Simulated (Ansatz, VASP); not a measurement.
**Ti: VASP beside Ansatz**

INCAR

```
SYSTEM = Ti
PREC     = Accurate       ! precision mode
ENCUT    = 520            ! plane-wave cutoff, eV
EDIFF    = 1E-8           ! SCF threshold, eV
ISMEAR   = -1             ! smearing method
SIGMA    = 0.05           ! smearing width, eV
LREAL    = .False.        ! projectors in reciprocal space
LASPH    = .True.         ! aspherical terms in the spheres
NELM     = 80             ! most SCF steps
ALGO     = Normal         ! electronic algorithm
ISIF     = 2              ! what is computed and relaxed
LWAVE    = .False.        ! write WAVECAR
LCHARG   = .False.        ! write CHGCAR
GGA      = PS             ! functional
LEFG     = .True.       
NBANDS   = 12             ! bands
```

The input KPOINTS:

```
regular mesh
0
Gamma
  14 14 14
  0 0 0
```

File POSCAR:

```
Ti
1.0
   -1.6738200000      1.6410000000      1.6410000000
    1.6410000000     -1.6738200000      1.6410000000
    1.6410000000      1.6410000000     -1.6738200000
Ti
1
Direct
    0.0000000000      0.0000000000      0.0000000000
```

Input for Ansatz:

```yaml
crystal:
  lattice:
    - [-1.67382, 1.641, 1.641]
    - [1.641, -1.67382, 1.641]
    - [1.641, 1.641, -1.67382]
  atoms:
    - { symbol: Ti, position: [0.0, 0.0, 0.0] }
kpoints:
  mp_grid: { grid: [14, 14, 14] }
scf:
  occupations: { method: fermi_dirac, width: 0.05 }
hamiltonian:
  xc: pbesol
  pseudopotentials: { kind: paw }
output:
  forces: true
  stress: true
  eigenvalues: true
  efg: { contact_densities: true }
```

Change from the starting cell: equal xy, yz and zx shear strains of -2 %, PAW files.

Alike in both runs: task electric field gradients; functional PBEsol; k mesh 14 × 14 × 14; occupations fermi-dirac, width 0.05 eV; no spin polarisation.

|  | VASP | Ansatz |
| --- | --- | --- |
| version | VASP 6.6.1 | Ansatz 0.2.0 |
| potentials or method | VASP PAW PBE potentials, release 64 (Ti_sv) | PAW with Ansatz's default frozen-core files, scalar-relativistic |
| plane-wave cutoff (eV) | 520 | 420 |
| valence electrons in the cell | 12 | 12 |

VASP gave:

| Item | Value |
| --- | --- |
| pressure (GPa) | -6.8 |
| traceless stress, the component that is largest in VASP (GPa) | 0.62 |
| size of Vzz on the site where it differs most (V/Å²) | 9.9 |

Task: Estimate Ansatz's values.

Result: Pressure (GPa): -6.7; traceless stress, the component that is largest in VASP (GPa): 0.63; size of Vzz on the site where it differs most (V/Å²): 10.1.

VASP's potentials were made for PBE, not for PBEsol. With one functional, cell and mesh, what is left measures potentials, basis and numerics.
